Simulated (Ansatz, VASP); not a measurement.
Two plane-wave programs on C

```
C
1.0
     2.45591    0.00000    0.00000
    -1.22796    2.12688    0.00000
     0.00000    0.00000    7.01063
C
4
Direct
  0.00000 0.00000 0.25000
  0.00000 0.00000 0.75000
  0.33333 0.66667 0.25000
  0.66667 0.33333 0.75000
```

Alike in both runs: task single point; functional r2SCAN; k mesh 15 × 15 × 5; occupations gaussian, width 1 eV; no spin polarisation.

|  | VASP | Ansatz |
| --- | --- | --- |
| version | VASP 6.6.1 | Ansatz 0.2.0 |
| potentials or method | VASP PAW PBE potentials, release 64 (C), cutoff 520 eV | plane waves (500 eV) with PAW, scalar-relativistic |
| valence electrons in the cell | 16 | 16 |

```csv
,VASP,Ansatz,Ansatz less VASP
pressure (GPa),0.8,0.2,-0.64
"traceless stress, the component that is largest in VASP (GPa)",-0.80,-0.05,+0.755
```

VASP's potentials were made for PBE, not for r2SCAN. The functional is the same, so the differences come from potentials, cutoffs and numerics.
